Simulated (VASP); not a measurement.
Here is a VASP 6.6.1 calculation.

Contents of INCAR:

```
PREC     = Accurate       # precision mode
ENCUT    = 520            # plane-wave cutoff, eV
EDIFF    = 1E-7           # SCF threshold, eV
ISMEAR   = -1             # smearing method
SIGMA    = 0.05           # smearing width, eV
LREAL    = F              # projectors in reciprocal space
LASPH    = T              # aspherical terms in the spheres
NELM     = 60             # most SCF steps
ALGO     = Normal         # electronic algorithm
ISIF     = 2              # what is computed and relaxed
LWAVE    = F              # write WAVECAR
LCHARG   = F              # write CHGCAR
GGA      = CA             # functional
NBANDS   = 11             # bands
```

KPOINTS

```
Automatic mesh
0
Gamma
  14 14 14
```

File POSCAR:

```
Sr
1.0
    0.0000000000      2.8990833947      2.8990833947
    2.8990833947      0.0000000000      2.8990833947
    2.8990833947      2.8990833947      0.0000000000
Sr
1
Direct
    0.0000000000      0.0000000000      0.0000000000
```

Potentials or basis: VASP PAW LDA potentials, release 64 (Sr_sv).

The run is started by

```bash
$ cat potpaw_LDA.64/Sr_sv/POTCAR > POTCAR
$ mpirun -np 1 vasp_std > vasp.out
```

(1) What does it give for the band gap on the k mesh?

(2) Estimate the pressure.

Results:

(1) 0.09 eV, indirect (least direct gap 0.14 eV).

(2) 0.0 GPa.
